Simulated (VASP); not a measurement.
Here is a VASP 6.6.1 calculation.

Contents of INCAR:

```
ALGO = Normal
EDIFF = 1E-6
ENCUT = 520
ISIF = 2
ISMEAR = -1
LASPH = T
LCHARG = F
LREAL = F
LWAVE = F
NBANDS = 11
NELM = 60
PREC = Accurate
SIGMA = 0.05
```

Contents of KPOINTS:

```
k-points
0
Gamma
  11 11 11
```

File POSCAR:

```
AlN
1.0
    0.0000000000      2.0070211428      2.0070211428
    2.0070211428      0.0000000000      2.0070211428
    2.0070211428      2.0070211428      0.0000000000
Al N
1 1
Direct
    0.5000000000      0.5000000000      0.5000000000
    0.0000000000      0.0000000000      0.0000000000
```

Potentials or basis: VASP PAW LDA potentials, release 64 (Al, N).

The run is started by

```bash
$ cat potpaw_LDA.64/Al/POTCAR potpaw_LDA.64/N/POTCAR > POTCAR
$ mpirun -np 1 vasp_std > vasp.out
```

Question: What does it give for the band gap on the k mesh?

Answer: 4.80 eV, indirect (least direct gap 6.09 eV).

Question: Predict the pressure.

Answer: 0.0 GPa.

 A k mesh can miss the band edges.
